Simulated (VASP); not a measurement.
# Ga3As3H in VASP: single point with PBE

Aim: the single point of Ga3As3H with PBE.

All numbers are computed with VASP 6.6.1; they aren't measurements. Logs are shortened: lines on timing, memory, paths and dates and some standing lists are left out, and cuts for length are marked.

### 1 The cell of the first run

The cell holds a slab with vacuum, 7 atoms: a = 4.063 Å, b = 5.746 Å, c = 19.892 Å, α = 90.00°, β = 90.00°, γ = 90.00°.

### 2 Single point, PBE, collinear spin

INCAR

```
SYSTEM = Ga3As3H
PREC = Accurate
ENCUT = 520
EDIFF = 1E-6
ISMEAR = 0
SIGMA = 0.05
LREAL = .False.
LASPH = .True.
NELM = 150
ALGO = Normal
ISIF = 2
LWAVE = .False.
LCHARG = .False.
ISPIN = 2
MAGMOM = 0 0 0 0 0 0 1
LORBIT = 11
LDIPOL = .True.
IDIPOL = 3
DIPOL = 0.5 0.5 0.328
GGA = PE
NBANDS = 40
```

KPOINTS

```
Automatic mesh
0
Gamma
  7 5 1
  0 0 0
```

POSCAR

```
Ga3As3H
1.0
    4.0629609251      0.0000000000      0.0000000000
    0.0000000000      5.7458944437      0.0000000000
    0.0000000000      0.0000000000     19.8924416078
Ga As H
3 3 1
Direct
    0.5000000000      0.5000000000      0.2010813996
    0.0000000000      0.0635976529      0.3146195102
    0.5000000000      0.4877931194      0.3796180525
    0.0000000000      0.2500000000      0.2010813996
    0.5000000000      0.8095618192      0.2945553866
    0.0000000000      0.2894088168      0.4218909761
    0.0000000000      1.1227421501      0.4823182937
```

Potentials or basis: VASP PAW PBE potentials, release 64 (Ga_d, As, H).

Run with:

```bash
$ cat potpaw_PBE.64/Ga_d/POTCAR potpaw_PBE.64/As/POTCAR potpaw_PBE.64/H/POTCAR > POTCAR
$ mpirun -np 1 vasp_std > vasp.out
```

OUTCAR:

```text
SYSTEM = Ga3As3H
   PREC = Accurate
   ENCUT = 520
   EDIFF = 1E-6
   ISMEAR = 0
   LREAL = .False.
   LASPH = .True.
   NELM = 150
   ISIF = 2
   ISPIN = 2
   LORBIT = 11
   GGA = PE

 ion  position               nearest neighbor table
   1  0.500  0.500  0.201-   4 2.49   4 2.49   5 2.57
   2  0.000  0.064  0.315-   6 2.50   4 2.50   5 2.53   5 2.53
   3  0.500  0.488  0.380-   6 2.48   6 2.48   5 2.51
   4  0.000  0.250  0.201-   1 2.49   1 2.49   2 2.50
   5  0.500  0.810  0.295-   3 2.51   2 2.53   2 2.53   1 2.57
   6  0.000  0.289  0.422-   7 1.54   3 2.48   3 2.48   2 2.50
   7  0.000  0.123  0.482-   6 1.54

  LATTYP: Found a simple orthorhombic cell.
 ALAT       =     4.0629609251
 B/A-ratio  =     1.4142135624
 C/A-ratio  =     4.8960455132

  Lattice vectors:

 A1 = (   4.0629609251,   0.0000000000,   0.0000000000)
 A2 = (   0.0000000000,   5.7458944437,   0.0000000000)
 A3 = (   0.0000000000,   0.0000000000,  19.8924416078)

Analysis of symmetry for initial positions (statically):
=====================================================================
 Subroutine PRICEL returns:
 Original cell was already a primitive cell.

 Routine SETGRP: Setting up the symmetry group for a
 simple orthorhombic supercell.

 Subroutine GETGRP returns: Found  2 space group operations
 (whereof  2 operations were pure point group operations)
 out of a pool of  8 trial point group operations.

The static configuration has the point symmetry C_1h.

Analysis of symmetry for dynamics (positions and initial velocities):
=====================================================================
 Subroutine PRICEL returns:
 Original cell was already a primitive cell.

 Routine SETGRP: Setting up the symmetry group for a
 simple orthorhombic supercell.

 Subroutine GETGRP returns: Found  2 space group operations
 (whereof  2 operations were pure point group operations)
 out of a pool of  8 trial point group operations.

The dynamic configuration has the point symmetry C_1h.

Analysis of structural, dynamic, and magnetic symmetry:
=====================================================================
 Subroutine PRICEL returns:
 Original cell was already a primitive cell.

 Routine SETGRP: Setting up the symmetry group for a
 simple orthorhombic supercell.

 Subroutine GETGRP returns: Found  2 space group operations
 (whereof  2 operations were pure point group operations)
 out of a pool of  8 trial point group operations.

The overall configuration has the point symmetry C_1h.

 Subroutine INISYM returns: Found  2 space group operations
[... 142 lines left out ...]
  ---------------------------------------------------
  free energy    TOTEN  =       -25.25008681 eV

  energy without entropy =      -25.24528672  energy(sigma->0) =      -25.24768676

 E-fermi :  -1.1200     XC(G=0):  -3.7365

 val. band max:       -1.4181543170   @ k =   0.4286   0.2000   0.0000
 cond. band min:      -1.1196532153   @ k =   0.1429   0.0000   0.0000
 fundamental gap:      0.2985011016
 Fermi energy:        -1.1200078703

 spin component 1

 k-point     1 :       0.0000    0.0000    0.0000
  band No.  band energies     occupation
      1     -17.0439      1.00000
      2     -16.9643      1.00000
      3     -16.9391      1.00000
      4     -16.9341      1.00000
      5     -16.9141      1.00000
      6     -16.6303      1.00000
[... 493 lines left out ...]
     38       4.0315      0.00000
     39       4.3264      0.00000
 Fermi energy:        -1.1200078703

 spin component 2

 k-point     1 :       0.0000    0.0000    0.0000
  band No.  band energies     occupation
      1     -17.0439      1.00000
      2     -16.9643      1.00000
      3     -16.9391      1.00000
      4     -16.9341      1.00000
      5     -16.9141      1.00000
      6     -16.6303      1.00000
[... 493 lines left out ...]
     38       4.0313      0.00000
     39       4.3248      0.00000
 [bands above 39 left out]

------------------------ aborting loop because EDIFF is reached ----------------------------------------

 vacuum level on the upper side and lower side of the slab       (xc-potential included)        -0.690         0.381

  FORCE on cell =-STRESS in cart. coord.  units (eV):
  Direction    XX          YY          ZZ          XY          YZ          ZX
  --------------------------------------------------------------------------------------
  -------------------------------------------------------------------------------------
  Total        1.4188024     -0.7665312     -1.3551039      0.0000000      1.3494334      0.0000000
  in kB        4.8949034     -2.6445517     -4.6751417      0.0000000      4.6555786      0.0000000
  external PRESSURE =      -0.8082633 kB  Pullay stress =       0.0000000 kB

 VOLUME and BASIS-vectors are now :
 -----------------------------------------------------------------------------
  energy-cutoff  :      520.00
  volume of cell :      464.40
      direct lattice vectors                 reciprocal lattice vectors
     4.062960925  0.000000000  0.000000000     0.246125921  0.000000000  0.000000000
     0.000000000  5.745894444  0.000000000     0.000000000  0.174037308  0.000000000
     0.000000000  0.000000000 19.892441608     0.000000000  0.000000000  0.050270350

 POSITION                                       TOTAL-FORCE (eV/Angst)
 -----------------------------------------------------------------------------------
      2.03148      2.87295      4.00000         0.000000     -0.325202      0.422887
      0.00000      0.36543      6.25855         0.000000     -0.154125     -0.565777
      2.03148      2.80281      7.55153         0.000000      0.237434     -0.047945
      0.00000      1.43647      4.00000         0.000000      0.158503     -0.196880
      2.03148      4.65166      5.85943         0.000000     -0.232951      0.650412
      0.00000      1.66291      8.39244         0.000000      0.400533     -0.301599
      0.00000      0.70526      9.59449         0.000000     -0.084193      0.038902
 -----------------------------------------------------------------------------------
    total drift:                                0.000000      0.000691      0.000682

  FREE ENERGIE OF THE ION-ELECTRON SYSTEM (eV)
  ---------------------------------------------------
  free  energy   TOTEN  =       -25.2500868071 eV

  energy  without entropy=      -25.2452867183  energy(sigma->0) =      -25.24768676

 vacuum level on the upper side and lower side of the slab         1.822         2.908

 total charge

# of ion       s       p       d       tot
------------------------------------------
    1        0.990   0.589   9.962  11.541
    2        0.895   0.722   9.983  11.600
    3        0.974   0.629   9.962  11.565
    4        1.267   1.444   0.024   2.734
    5        1.260   1.457   0.030   2.746
    6        1.219   1.569   0.044   2.832
    7        0.518   0.017   0.000   0.535
--------------------------------------------------
tot          7.122   6.426  30.004  43.553

 magnetization (x)

# of ion       s       p       d       tot
------------------------------------------
    1        0.000   0.000  -0.000   0.000
    2        0.000   0.000   0.000   0.000
    3        0.000   0.000   0.000   0.000
    4        0.000   0.000   0.000   0.000
    5        0.000   0.000   0.000   0.000
    6        0.000   0.000   0.000   0.000
    7        0.000  -0.000   0.000   0.000
--------------------------------------------------
tot          0.000   0.000   0.000   0.000
```

OSZICAR:

```text
N       E                     dE             d eps       ncg     rms          rms(c)
DAV:   1     0.353591628835E+03    0.35359E+03   -0.23243E+04  2072   0.124E+03
DAV:   2     0.200527103378E+02   -0.33354E+03   -0.32194E+03  2224   0.290E+02
DAV:   3    -0.224856493080E+02   -0.42538E+02   -0.42012E+02  2344   0.108E+02
[... 22 lines left out ...]
DAV:  26    -0.252500745697E+02   -0.13285E-04   -0.72687E-06  1792   0.126E-02    0.784E-04
DAV:  27    -0.252500813820E+02   -0.68124E-05   -0.27054E-06  1784   0.765E-03    0.421E-04
DAV:  28    -0.252500834760E+02   -0.20940E-05   -0.72624E-07  1656   0.419E-03    0.285E-04
DAV:  29    -0.252500846488E+02   -0.11728E-05   -0.22101E-07  1504   0.231E-03    0.191E-04
DAV:  30    -0.252500858372E+02   -0.11884E-05   -0.10848E-07  1544   0.148E-03    0.125E-04
DAV:  31    -0.252500868071E+02   -0.96990E-06   -0.51824E-08  1632   0.898E-04
   1 F= -.25250087E+02 E0= -.25247687E+02  d E =-.480009E-02  mag=     0.0001
```

It took 14 min on 1 thread of Intel Xeon Platinum 8559C (Emerald Rapids), shared host; peak memory 0.85 GiB.

What came out:

| Item | Value |
| --- | --- |
| Free energy | -25.2501 eV |
| Largest force | 0.691 eV/Å |
| Net moment | 0.00 μB per cell |
| Valence electrons inside the program's atomic spheres | Ga 11.54, 11.60, 11.56; As 2.73, 2.75, 2.83; H 0.54 |

Forces on the atoms (eV/Å):
```
Ga   0.000 -0.325  0.423
Ga   0.000 -0.154 -0.566
Ga   0.000  0.237 -0.048
As   0.000  0.159 -0.197
As   0.000 -0.233  0.650
As   0.000  0.401 -0.302
H    0.000 -0.084  0.039
```

Levels at points of the mesh, in eV from the Fermi level:
Spin up:
```csv
k point,band 25,band 26,band 27,band 28,band 29,band 30
"(0.00, 0.00, 0.00)",-1.96,-1.93,-0.84,-0.73,0.26,1.12
```
Spin down:
| k point | band 25 | band 26 | band 27 | band 28 | band 29 | band 30 |
| --- | --- | --- | --- | --- | --- | --- |
| (0.00, 0.00, 0.00) | -1.96 | -1.93 | -0.84 | -0.73 | 0.26 | 1.12 |
